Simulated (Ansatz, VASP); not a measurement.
## One calculation of GaPtC4N4, two programs

```xyz
10
Lattice="7.1750 0.0000 0.0000 0.0000 7.1750 0.0000 0.0000 0.0000 3.7496" Properties=species:S:1:pos:R:3 pbc="T T T"
Ga    0.0000    0.0000    0.0000
Pt    3.5875    3.5875    0.0000
C     1.3407    5.8343    0.0000
C     5.8343    1.3407    0.0000
C     1.3407    1.3407    0.0000
C     5.8343    5.8343    0.0000
N     2.1680    5.0070    0.0000
N     5.0070    2.1680    0.0000
N     2.1680    2.1680    0.0000
N     5.0070    5.0070    0.0000
```

Alike in both runs: task relaxation of cell and atoms; functional PBE; k mesh 4 × 4 × 4; occupations gaussian, width 0.1 eV; no spin polarisation.

```csv
,VASP,Ansatz
version,VASP 6.6.1,Ansatz 0.2.0
potentials or method,"VASP PAW PBE potentials, release 64 (Ga_d, Pt, C, N), cutoff 600 eV","scalar-relativistic, plane waves, PAW"
valence electrons in the cell,59,67
```

```tsv
	VASP	Ansatz	Ansatz less VASP
gap on the k mesh at the Fermi level, each at its own relaxed structure (eV)	none	none	-
relaxed volume (Å³/atom)	18.71	19.03	+0.315
relaxed length of the cell vector where the two differ most in proportion (Å)	3.520	3.581	+0.0607
```

A gap of «none» marks a metal or a gap that the smearing closes. VASP's potentials hold 59 valence electrons a cell and Ansatz's 67, so a difference there can come from the potentials and not from the codes.

The k mesh is coarse, so the values compare programs but aren't converged. Neither program's run includes spin-orbit coupling. Noted on VASP's run: the standard files for N, O and F lose accuracy on very short bonds.
